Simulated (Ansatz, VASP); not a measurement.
## Two plane-wave programs on Be

File INCAR:

```
SYSTEM = Be
PREC     = Accurate       ! precision mode
ENCUT    = 520            ! plane-wave cutoff, eV
EDIFF    = 1E-8           ! SCF threshold, eV
ISMEAR   = -1             ! smearing method
SIGMA    = 0.05           ! smearing width, eV
LREAL    = .False.        ! projectors in reciprocal space
LASPH    = .True.         ! aspherical terms in the spheres
NELM     = 60             ! most SCF steps
ALGO     = Normal         ! electronic algorithm
ISIF     = 2              ! what is computed and relaxed
LWAVE    = .False.        ! write WAVECAR
LCHARG   = .False.        ! write CHGCAR
GGA      = PE             ! functional
LEFG     = .True.       
NBANDS   = 9              ! bands
```

KPOINTS

```
regular mesh
0
Gamma
  20 20 11
  0 0 0
```

File POSCAR:

```
Be
1.0
    2.2840686207      0.0000000000      0.0000000000
   -1.1420343104      1.9780614495      0.0000000000
    0.0000000000      0.0000000000      3.5767321577
Be
2
Direct
    0.3333333333      0.6666666667      0.2500000000
    0.6666666667      0.3333333333      0.7500000000
```

Input for Ansatz:

```yaml
crystal:
  lattice:
    - [2.2840686207, 0.0, 0.0]
    - [-1.1420343104, 1.9780614495, 0.0]
    - [0.0, 0.0, 3.5767321577]
  atoms:
    - { symbol: Be, position: [0.3333333333, 0.6666666667, 0.25] }
    - { symbol: Be, position: [0.6666666667, 0.3333333333, 0.75] }
kpoints:
  mp_grid: { grid: [20, 20, 11] }
scf:
  occupations: { method: fermi_dirac, width: 0.05 }
hamiltonian:
  xc: pbe
  pseudopotentials: { kind: paw }
output:
  forces: true
  stress: true
  eigenvalues: true
  efg: { contact_densities: true }
  write_density: true
  write_potential: true
  elf: true
  volumetric_format: npy
```

Change from the starting cell: volume scaled by 0.98, PAW files.

Alike in both runs: task electric field gradients; functional PBE; k mesh 20 × 20 × 11; occupations fermi-dirac, width 0.05 eV; no spin polarisation.

|  | VASP | Ansatz |
| --- | --- | --- |
| version | VASP 6.6.1 | Ansatz 0.2.0 |
| potentials or method | VASP PAW PBE potentials, release 64 (Be) | PAW with Ansatz's default frozen-core files, scalar-relativistic |
| plane-wave cutoff (eV) | 520 | 420 |
| valence electrons in the cell | 4 | 4 |

VASP gave:

```
pressure (GPa)                                                : -2.3
traceless stress, the component that is largest in VASP (GPa) : 0.19
size of Vzz on the site where it differs most (V/Å²)          : 0.6
```

Q: Estimate Ansatz's values.

A: Pressure (GPa): -2.5; traceless stress, the component that is largest in VASP (GPa): 0.16; size of Vzz on the site where it differs most (V/Å²): 0.3.

The functional is the same, so the differences come from potentials, cutoffs and numerics.
